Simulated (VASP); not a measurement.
Runs of VASP 6.6.1 on HfN. The structure is that of space group Fm-3m (No. 225), or close to it. The cells are those of the table. 

```csv
cell,gap on the mesh (eV),pressure (GPa)
"a = 3.103 Å, angles 60.0°, 2 atoms",none,(b)
"a = 3.219 Å, angles 60.0°, 2 atoms",none,-16.1
"a = 3.246 Å, angles 60.0°, 2 atoms",none,-21.8
"a = 3.133 Å, angles 60.0°, 2 atoms",none,7.0
"a = 3.273 Å, angles 60.0°, 2 atoms",none,(a)
"a = 3.162 Å, angles 60.0°, 2 atoms",none,-1.9
```

Alike in all rows: task single point; level LDA; potentials or basis VASP PAW LDA potentials, release 64 (Hf_pv, N); no spin polarisation; k mesh 11 × 11 × 11; cutoff (eV) 600; smearing fermi-dirac 0.1 eV.

Question: Fill in the values left out.

Answer: (a) -26.7; (b) 17.3.

Caveats: spin-orbit coupling is left out, which moves the levels of the heavy elements.

A k mesh can miss the band edges, and the runs leave out spin-orbit coupling on Hf.

A gap of «none» marks levels without a gap at the run's occupations.
